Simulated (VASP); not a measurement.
W, 8 atoms in the cell. The structure is cubic, space group Pm-3n (No. 223). The conventional cell has a = 4.982 Å, b = 4.982 Å, c = 4.982 Å, α = 90.00°, β = 90.00°, γ = 90.00°. W (site symmetry -4m2) has 14 W at 2.49 to 3.05 Å within 3.3 Å. Within 3.7 Å of W (site symmetry m-3) lie 12 W at 2.78 Å. 

```yaml
Program: VASP 6.6.1
Task: single point
Functional: PBEsol
Potentials_or_basis: VASP PAW PBE potentials, release 64 (W_sv)
Cutoff: 520 eV
k_mesh: 5 × 5 × 5
Occupations: fermi-dirac, width 0.05 eV
Spin: no spin polarisation
Dipole_correction: no
Further_INCAR_settings: ALGO = Normal; EDIFF = 1e-06; NBANDS = 66
```

Potentials or basis: VASP PAW PBE potentials, release 64 (W_sv).

Launch:

```sh
$ cat potpaw_PBE.64/W_sv/POTCAR > POTCAR
$ mpirun -np 1 vasp_std > vasp.out
```

Hardware: 1 thread of AMD EPYC 9R45 96-Core Processor (Zen 5) (shared host).

Q: How long does it take, and how much memory?

A: Run time: 53 s on 1 thread of AMD EPYC 9R45 96-Core Processor (Zen 5) (shared host), peak memory 0.22 GiB. Counts: scf iterations 14, k points 10.
